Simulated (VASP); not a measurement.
# Re (Fm-3m) in VASP: a series of runs

The runs below take Re through electric field gradients, with LDA.

Everything below comes from runs of VASP 6.6.1. Logs are shortened: lines on timing, memory, paths and dates and some standing lists are left out, and cuts for length are marked.

## Step 1: The cell of the first run

It takes space group Fm-3m (No. 225, cubic). The conventional cell has a = 3.950 Å, b = 3.950 Å, c = 3.950 Å, α = 90.00°, β = 90.00°, γ = 90.00°. Within 3.7 Å of Re (site symmetry m-3m) lie 12 Re at 2.79 Å.

## Step 2: Electric field gradients, LDA

The input, INCAR:

```
PREC     = Accurate       # precision mode
ENCUT    = 520            # plane-wave cutoff, eV
EDIFF    = 1E-8           # SCF threshold, eV
ISMEAR   = -1             # smearing method
SIGMA    = 0.03           # smearing width, eV
LREAL    = False          # projectors in reciprocal space
LASPH    = True           # aspherical terms in the spheres
NELM     = 80             # most SCF steps
ALGO     = Normal         # electronic algorithm
ISIF     = 2              # what is computed and relaxed
LWAVE    = False          # write WAVECAR
LCHARG   = False          # write CHGCAR
LEFG     = True         
NBANDS   = 10             # bands
```

The input, KPOINTS:

```
regular mesh
0
Gamma
  14 14 14
```

The input, POSCAR:

```
Re
1.0
    0.0000000000      1.9750000000      1.9750000000
    1.9750000000      0.0000000000      1.9750000000
    1.9750000000      1.9750000000      0.0000000000
Re
1
Direct
    0.0000000000      0.0000000000      0.0000000000
```

Potentials or basis: VASP PAW LDA potentials, release 64 (Re).

Launch:

```bash
> cat potpaw_LDA.64/Re/POTCAR > POTCAR
> mpirun -np 1 vasp_std > vasp.out
```

OUTCAR:

```text
PREC = Accurate
   ENCUT = 520
   EDIFF = 1E-8
   ISMEAR = -1
   LREAL = False
   LASPH = True
   NELM = 80
   ISIF = 2

 ion  position               nearest neighbor table
   1  0.000  0.000  0.000-

  LATTYP: Found a face centered cubic cell.
 ALAT       =     3.9500000000

  Lattice vectors:

 A1 = (   0.0000000000,   1.9750000000,   1.9750000000)
 A2 = (   1.9750000000,   0.0000000000,   1.9750000000)
 A3 = (   1.9750000000,   1.9750000000,   0.0000000000)

Analysis of symmetry for initial positions (statically):
=====================================================================
 Subroutine PRICEL returns:
 Original cell was already a primitive cell.

 Routine SETGRP: Setting up the symmetry group for a
 face centered cubic supercell.

 Subroutine GETGRP returns: Found 48 space group operations
 (whereof 48 operations were pure point group operations)
 out of a pool of 48 trial point group operations.

The static configuration has the point symmetry O_h .

Analysis of symmetry for dynamics (positions and initial velocities):
=====================================================================
 Subroutine PRICEL returns:
 Original cell was already a primitive cell.

 Routine SETGRP: Setting up the symmetry group for a
 face centered cubic supercell.

 Subroutine GETGRP returns: Found 48 space group operations
 (whereof 48 operations were pure point group operations)
 out of a pool of 48 trial point group operations.

The dynamic configuration has the point symmetry O_h .

 Subroutine INISYM returns: Found 48 space group operations
 (whereof 48 operations are pure point group operations),
 and found     1 'primitive' translations

----------------------------------------------------------------------------------------

                                     Primitive cell

  volume of cell :      15.4075

  direct lattice vectors                    reciprocal lattice vectors
     0.000000000  1.975000000  1.975000000    -0.253164557  0.253164557  0.253164557
     1.975000000  0.000000000  1.975000000     0.253164557 -0.253164557  0.253164557
     1.975000000  1.975000000  0.000000000     0.253164557  0.253164557 -0.253164557
[... 123 lines left out ...]
  ---------------------------------------------------
  ext. energy  EPLUGINS =         0.00000000
  ---------------------------------------------------
  free energy    TOTEN  =       -13.61568400 eV

  energy without entropy =      -13.61181372  energy(sigma->0) =      -13.61374886

 E-fermi :   7.5099     XC(G=0): -13.5947

 val. band max:        7.4726708940   @ k =  -0.2143   0.2857   0.0714
 cond. band min:       7.5262858334   @ k =  -0.1429   0.1429   0.0000
 fundamental gap:      0.0536149395
 Fermi energy:         7.5098597734

 k-point     1 :       0.0000    0.0000    0.0000
  band No.  band energies     occupation
      1      -2.2020      2.00000
      2       5.7251      2.00000
      3       5.7251      2.00000
      4       5.7251      2.00000
      5       8.6831      0.00000
      6       8.6831      0.00000
      7      21.4671      0.00000
      8      26.8167      0.00000
      9      26.8167      0.00000
     10      26.8167      0.00000
[... 287 lines left out ...]
 k-point    24 :       0.2857    0.1429    0.0000
  band No.  band energies     occupation
      1       0.5427      2.00000
      2       4.1539      2.00000
      3       5.9975      2.00000
      4       6.8945      2.00000
      5       8.2842      0.00000
      6       9.7328      0.00000
      7      22.6934      0.00000
      8      25.7391      0.00000
      9      27.8160      0.00000
     10      28.4613      0.00000

 [... further k-points ...]

------------------------ aborting loop because EDIFF is reached ----------------------------------------

  FORCE on cell =-STRESS in cart. coord.  units (eV):
  Direction    XX          YY          ZZ          XY          YZ          ZX
  --------------------------------------------------------------------------------------
  -------------------------------------------------------------------------------------
  Total       -2.2335760     -2.2335760     -2.2335760     -0.0000000      0.0000000     -0.0000000
  in kB     -232.2629975   -232.2629975   -232.2629975     -0.0000000      0.0000000     -0.0000000
  external PRESSURE =    -232.2629975 kB  Pullay stress =       0.0000000 kB

 VOLUME and BASIS-vectors are now :
 -----------------------------------------------------------------------------
  energy-cutoff  :      520.00
  volume of cell :       15.41
      direct lattice vectors                 reciprocal lattice vectors
     0.000000000  1.975000000  1.975000000    -0.253164557  0.253164557  0.253164557
     1.975000000  0.000000000  1.975000000     0.253164557 -0.253164557  0.253164557
     1.975000000  1.975000000  0.000000000     0.253164557  0.253164557 -0.253164557

 POSITION                                       TOTAL-FORCE (eV/Angst)
 -----------------------------------------------------------------------------------
      0.00000      0.00000      0.00000         0.000000      0.000000      0.000000
 -----------------------------------------------------------------------------------
    total drift:                               -0.000000      0.000000     -0.000000

  FREE ENERGIE OF THE ION-ELECTRON SYSTEM (eV)
  ---------------------------------------------------
  free  energy   TOTEN  =       -13.6156839982 eV

  energy  without entropy=      -13.6118137160  energy(sigma->0) =      -13.61374886

 Electric field gradients (V/A^2)
---------------------------------------------------------------------
 ion       V_xx      V_yy      V_zz      V_xy      V_xz      V_yz
---------------------------------------------------------------------
   1      -0.000     0.000     0.000     0.000     0.000     0.000
---------------------------------------------------------------------

 Electric field gradients after diagonalization (V/A^2)
 (convention: |V_zz| > |V_xx| > |V_yy|)
----------------------------------------------------------------------
 ion       V_xx      V_yy      V_zz     asymmetry (V_yy - V_xx)/ V_zz
----------------------------------------------------------------------
   1      -0.000    -0.000     0.000       0.000
----------------------------------------------------------------------

           NMR quadrupolar parameters

 Cq : quadrupolar parameter    Cq=e*Q*V_zz/h
 eta: asymmetry parameters     (V_yy - V_xx)/ V_zz
 Q  : nuclear electric quadrupole moment in mb (millibarn)
----------------------------------------------------------------------
 ion       Cq(MHz)       eta       Q (mb)
----------------------------------------------------------------------
   1       0.000       0.000       1.000
----------------------------------------------------------------------
```

OSZICAR:

```text
N       E                     dE             d eps       ncg     rms          rms(c)
DAV:   1     0.110651007400E+02    0.11065E+02   -0.33603E+03  2772   0.628E+02
DAV:   2    -0.133898563860E+02   -0.24455E+02   -0.21849E+02  2718   0.136E+02
DAV:   3    -0.144003804370E+02   -0.10105E+01   -0.98416E+00  3306   0.402E+01
DAV:   4    -0.144039445919E+02   -0.35642E-02   -0.35592E-02  3186   0.132E+00
DAV:   5    -0.144039503888E+02   -0.57969E-05   -0.57962E-05  2856   0.470E-02    0.277E+01
DAV:   6    -0.137989127664E+02    0.60504E+00   -0.57708E-01  3312   0.115E+01    0.109E+01
DAV:   7    -0.136210592474E+02    0.17785E+00   -0.36942E-01  3314   0.870E+00    0.484E-01
DAV:   8    -0.136163362685E+02    0.47230E-02   -0.19034E-03  2796   0.284E-01    0.154E-01
DAV:   9    -0.136156822947E+02    0.65397E-03   -0.33749E-04  2878   0.102E-01    0.234E-02
DAV:  10    -0.136156841251E+02   -0.18304E-05   -0.14543E-05  2834   0.267E-02    0.935E-03
DAV:  11    -0.136156840409E+02    0.84195E-07   -0.11369E-07  2602   0.550E-03    0.137E-03
DAV:  12    -0.136156839994E+02    0.41552E-07   -0.46748E-08  2512   0.285E-03    0.580E-04
DAV:  13    -0.136156839982E+02    0.11747E-08   -0.91098E-10  1370   0.276E-04
   1 F= -.13615684E+02 E0= -.13613749E+02  d E =-.387028E-02
```

stdout:

```text
POSCAR found type information on POSCAR Re
 POSCAR found :  1 types and       1 ions
 scaLAPACK will be used
 LDA part: xc-table for (Slater(with rela. corr.)+CA(PZ))
 , standard interpolation
 POSCAR, INCAR and KPOINTS ok, starting setup
 FFT: planning ... GRIDC
 FFT: planning ... GRID_SOFT
 FFT: planning ... GRID
 WAVECAR not read
 entering main loop
ion   1
```

It took 6.3 s on 1 thread of Intel Xeon 6975P-C (Granite Rapids), shared host; peak memory 0.14 GiB.

What came out:

```
Free energy : -13.6157 eV
Pressure    : -23.2 GPa
```

Levels at points of the mesh, in eV from the Fermi level:
```csv
k point,band 1,band 2,band 3,band 4,band 5,band 6,band 7,band 8
"(0.00, 0.00, 0.00)",-9.71,-1.78,-1.78,-1.78,1.17,1.17,13.96,19.31
"(0.50, 0.00, 0.00)",-6.50,-1.98,-1.98,0.30,3.57,3.57,9.35,13.46
"(0.50, 0.50, 0.00)",-6.40,-5.57,2.75,3.51,4.27,4.27,11.99,11.99
```

Caveat: without QUAD_EFG the Cq values of the log hold for a quadrupole moment of 1 mb, not for the nuclei; spin-orbit coupling is left out, which moves the levels of the heavy elements.

## Step 3: Electric field gradients, LDA (volume scaled by 1.03)

The input, INCAR:

```
SYSTEM = Re
PREC = Accurate
ENCUT = 520
EDIFF = 1E-8
ISMEAR = -1
SIGMA = 0.03
LREAL = .FALSE.
LASPH = .TRUE.
NELM = 80
ALGO = Normal
ISIF = 2
LWAVE = .FALSE.
LCHARG = .FALSE.
GGA = CA
LEFG = .TRUE.
NBANDS = 10
```

The input, KPOINTS:

```
Automatic mesh
0
G
  14 14 14
  0 0 0
```

The input, POSCAR:

```
Re
1.0
    0.0000000000      1.9945557272      1.9945557272
    1.9945557272      0.0000000000      1.9945557272
    1.9945557272      1.9945557272      0.0000000000
Re
1
Direct
    0.0000000000      0.0000000000      0.0000000000
```

Potentials or basis: VASP PAW LDA potentials, release 64 (Re).

Launch:

```bash
> cat potpaw_LDA.64/Re/POTCAR > POTCAR
> mpirun -np 1 vasp_std > vasp.out
```

OUTCAR:

```text
SYSTEM = Re
   PREC = Accurate
   ENCUT = 520
   EDIFF = 1E-8
   ISMEAR = -1
   LREAL = .FALSE.
   LASPH = .TRUE.
   NELM = 80
   ISIF = 2
   GGA = CA

 ion  position               nearest neighbor table
   1  0.000  0.000  0.000-

  LATTYP: Found a face centered cubic cell.
 ALAT       =     3.9891114544

  Lattice vectors:

 A1 = (   0.0000000000,   1.9945557272,   1.9945557272)
 A2 = (   1.9945557272,   0.0000000000,   1.9945557272)
 A3 = (   1.9945557272,   1.9945557272,   0.0000000000)

Analysis of symmetry for initial positions (statically):
=====================================================================
 Subroutine PRICEL returns:
 Original cell was already a primitive cell.

 Routine SETGRP: Setting up the symmetry group for a
 face centered cubic supercell.

 Subroutine GETGRP returns: Found 48 space group operations
 (whereof 48 operations were pure point group operations)
 out of a pool of 48 trial point group operations.

The static configuration has the point symmetry O_h .

Analysis of symmetry for dynamics (positions and initial velocities):
=====================================================================
 Subroutine PRICEL returns:
 Original cell was already a primitive cell.

 Routine SETGRP: Setting up the symmetry group for a
 face centered cubic supercell.

 Subroutine GETGRP returns: Found 48 space group operations
 (whereof 48 operations were pure point group operations)
 out of a pool of 48 trial point group operations.

The dynamic configuration has the point symmetry O_h .

 Subroutine INISYM returns: Found 48 space group operations
 (whereof 48 operations are pure point group operations),
 and found     1 'primitive' translations

----------------------------------------------------------------------------------------

                                     Primitive cell

  volume of cell :      15.8697

  direct lattice vectors                    reciprocal lattice vectors
     0.000000000  1.994555727  1.994555727    -0.250682392  0.250682392  0.250682392
     1.994555727  0.000000000  1.994555727     0.250682392 -0.250682392  0.250682392
     1.994555727  1.994555727  0.000000000     0.250682392  0.250682392 -0.250682392

  length of vectors
     2.820727760  2.820727760  2.820727760     0.434194639  0.434194639  0.434194639

  position of ions in fractional coordinates (direct lattice)
     0.000000000  0.000000000  0.000000000

  ion indices of the primitive-cell ions
   primitive index   ion index
                 1           1

----------------------------------------------------------------------------------------

 KPOINTS: Automatic mesh

Automatic generation of k-mesh.
 Grid dimensions read from file:
 generate k-points for:   14   14   14

 Generating k-lattice:

  Cartesian coordinates                     Fractional coordinates (reciprocal lattice)
[... 68 lines left out ...]
   POTIM  = 0.5000    time-step for ionic-motion
   TEBEG  =    0.0;   TEEND  =   0.0 temperature during run
   PSTRESS=    0.0 pullay stress
   NELECT =       7.0000    total number of electrons
   NUPDOWN=      -1.0000    fix difference up-down
   EMIN   =  10.00;   EMAX   =-10.00  energy-range for DOS
   EFERMI =   0.00;   METHOD = LEGACY
   ISMEAR =    -1;   SIGMA  =   0.03  broadening in eV -4-tet -1-fermi 0-gaus
   EFERMI_NEDOS =   21; number of points for ismear=-14 and -15
   IALGO  =     38    algorithm
   IMIX   =      4    mixing-type and parameters
     AMIX     =   0.40;   BMIX     =  1.00
     AMIX_MAG =   1.60;   BMIX_MAG =  1.00
  volume/ion in A,a.u.               =      15.87       107.09
  Fermi-wavevector in a.u.,A,eV,Ry     =   1.246191  2.354960 21.129745  1.552992
  Thomas-Fermi vector in A             =   2.380380
   LORBIT       =      0    0 simple, 1 ext, 2 COOP (PROOUT), +10 PAW based schemes
   GGA     = CA    functional components
   LHFCALC =     F    Hartree Fock is set to
   AEXX    =    0.0000 exact exchange contribution
   IVDW    =     0    specifies the selected vdW correction
   LEPSILON=     F    determine dielectric tensor
   LRPA    =     F    only Hartree local field effects (RPA)
 non-spin polarized calculation
  energy-cutoff  :      520.00
  volume of cell :       15.87
 maximum number of plane-waves:       444
 NGX is ok and might be reduce to    24
   NGX = 11   NGY = 11   NGZ = 11

 number of electron       7.0000000 magnetization

 Free energy of the ion-electron system (eV)
  ---------------------------------------------------
  ext. energy  EPLUGINS =         0.00000000
  ---------------------------------------------------
  free energy    TOTEN  =       -13.53688238 eV

  energy without entropy =      -13.53265941  energy(sigma->0) =      -13.53477090

 E-fermi :   7.1466     XC(G=0): -13.4373

 val. band max:        7.1166907756   @ k =  -0.2143   0.2857   0.0714
 cond. band min:       7.1659244101   @ k =  -0.4286   0.4286   0.0714
 fundamental gap:      0.0492336345
 Fermi energy:         7.1465708828

 k-point     1 :       0.0000    0.0000    0.0000
  band No.  band energies     occupation
      1      -2.3554      2.00000
      2       5.4393      2.00000
      3       5.4393      2.00000
      4       5.4393      2.00000
      5       8.2637      0.00000
      6       8.2637      0.00000
      7      21.0791      0.00000
      8      26.2615      0.00000
      9      26.2615      0.00000
     10      26.2615      0.00000
[... 287 lines left out ...]
 k-point    24 :       0.2857    0.1429    0.0000
  band No.  band energies     occupation
      1       0.3203      2.00000
      2       3.9305      2.00000
      3       5.7067      2.00000
      4       6.5601      2.00000
      5       7.8890      0.00000
      6       9.2694      0.00000
      7      22.0987      0.00000
      8      25.0718      0.00000
      9      27.0182      0.00000
     10      27.7562      0.00000

 [... further k-points ...]

------------------------ aborting loop because EDIFF is reached ----------------------------------------

  FORCE on cell =-STRESS in cart. coord.  units (eV):
  Direction    XX          YY          ZZ          XY          YZ          ZX
  --------------------------------------------------------------------------------------
  -------------------------------------------------------------------------------------
  Total       -3.1133224     -3.1133224     -3.1133224      0.0000000      0.0000000      0.0000000
  in kB     -314.3157626   -314.3157626   -314.3157626      0.0000000      0.0000000      0.0000000
  external PRESSURE =    -314.3157626 kB  Pullay stress =       0.0000000 kB

 VOLUME and BASIS-vectors are now :
 -----------------------------------------------------------------------------
  energy-cutoff  :      520.00
  volume of cell :       15.87
      direct lattice vectors                 reciprocal lattice vectors
     0.000000000  1.994555727  1.994555727    -0.250682392  0.250682392  0.250682392
     1.994555727  0.000000000  1.994555727     0.250682392 -0.250682392  0.250682392
     1.994555727  1.994555727  0.000000000     0.250682392  0.250682392 -0.250682392

 POSITION                                       TOTAL-FORCE (eV/Angst)
 -----------------------------------------------------------------------------------
      0.00000      0.00000      0.00000         0.000000      0.000000     -0.000000
 -----------------------------------------------------------------------------------
    total drift:                               -0.000000      0.000000      0.000000

  FREE ENERGIE OF THE ION-ELECTRON SYSTEM (eV)
  ---------------------------------------------------
  free  energy   TOTEN  =       -13.5368823831 eV

  energy  without entropy=      -13.5326594121  energy(sigma->0) =      -13.53477090

 Electric field gradients (V/A^2)
---------------------------------------------------------------------
 ion       V_xx      V_yy      V_zz      V_xy      V_xz      V_yz
---------------------------------------------------------------------
   1      -0.000    -0.000     0.000     0.000     0.000     0.000
---------------------------------------------------------------------

 Electric field gradients after diagonalization (V/A^2)
 (convention: |V_zz| > |V_xx| > |V_yy|)
----------------------------------------------------------------------
 ion       V_xx      V_yy      V_zz     asymmetry (V_yy - V_xx)/ V_zz
----------------------------------------------------------------------
   1      -0.000    -0.000     0.000       0.000
----------------------------------------------------------------------

           NMR quadrupolar parameters

 Cq : quadrupolar parameter    Cq=e*Q*V_zz/h
 eta: asymmetry parameters     (V_yy - V_xx)/ V_zz
 Q  : nuclear electric quadrupole moment in mb (millibarn)
----------------------------------------------------------------------
 ion       Cq(MHz)       eta       Q (mb)
----------------------------------------------------------------------
   1       0.000       0.000       1.000
----------------------------------------------------------------------
```

Wall time 6.4 s (1 thread of Intel Xeon 6975P-C (Granite Rapids), shared host); peak memory 0.14 GiB.

Results:

```
Free energy : -13.5369 eV
Pressure    : -31.4 GPa
```

Levels at points of the mesh, in eV from the Fermi level:
| k point | band 2 | band 3 | band 4 | band 5 | band 6 | band 7 |
| --- | --- | --- | --- | --- | --- | --- |
| (0.00, 0.00, 0.00) | -1.71 | -1.71 | -1.71 | 1.12 | 1.12 | 13.93 |
| (0.50, 0.00, 0.00) | -1.89 | -1.89 | 0.27 | 3.40 | 3.40 | 8.94 |
| (0.50, 0.50, 0.00) | -5.34 | 2.64 | 3.34 | 4.07 | 4.07 | 11.73 |

Caveat: without QUAD_EFG the Cq values of the log hold for a quadrupole moment of 1 mb, not for the nuclei; spin-orbit coupling is left out, which moves the levels of the heavy elements.

(Continued in part 2 of 2.)
